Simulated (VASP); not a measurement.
CuO: single point with LDA+U

Crystal: CuO.

```xyz
4
Lattice="2.3446 -1.7134 0.0000 2.3446 1.7134 0.0000 -0.8605 0.0000 5.0594" Properties=species:S:1:pos:R:3 pbc="T T T"
Cu    1.1723    0.8457    0.0000
Cu    0.7420   -0.8457    2.5297
O     2.0724   -0.2841    1.2836
O     1.6421    0.2841    3.8133
```

```yaml
Program: VASP 6.6.1
Task: single point
Functional: LDA
Potentials_or_basis: VASP PAW LDA potentials, release 64 (Cu_sv_GW, O)
Cutoff: 820 eV
k_mesh: 7 × 7 × 4
Occupations: gaussian, width 0.05 eV
Spin: collinear spin, zero start
Starting_moments: "[0.0, 0.0, 0.0, 0.0] μB"
Fixed_moment: 0 μB
Hubbard_terms: Cu d U = 8.0 eV
Dipole_correction: no
Further_INCAR_settings: ALGO = Normal; EDIFF = 1e-06; NBANDS = 37
```

The pressure is -11.4 GPa and the largest force is 0.700 eV/Å. The net moment is 0.00 μB per cell. The valence electrons inside the program's atomic spheres are Cu 17.62; O 4.91.

Forces in eV/Å, atoms in the order of the input:
```
Cu  -0.537  0.277  0.212
Cu  -0.537 -0.277  0.212
O    0.537  0.396 -0.212
O    0.537 -0.396 -0.212
```

Stress tensor (GPa, compression positive):
```
-11.50   0.00   0.01
  0.00  -8.87   0.00
  0.01   0.00 -13.82
```

Eigenvalues of the final occupation matrices:
```csv
site,spin,trace,eigenvalues
site 1 d,1,4.53,0.76 0.93 0.95 0.95 0.95
site 1 d,2,4.53,0.76 0.93 0.95 0.95 0.95
site 2 d,1,4.53,0.76 0.93 0.95 0.95 0.95
site 2 d,2,4.53,0.76 0.93 0.95 0.95 0.95
```

Run time: 5 min on 1 thread of Intel(R) Xeon(R) Platinum 8488C (Sapphire Rapids) (shared host), peak memory 0.37 GiB.

Caveat: the cell stands under tension; the total moment is fixed, so each spin has its own Fermi level.
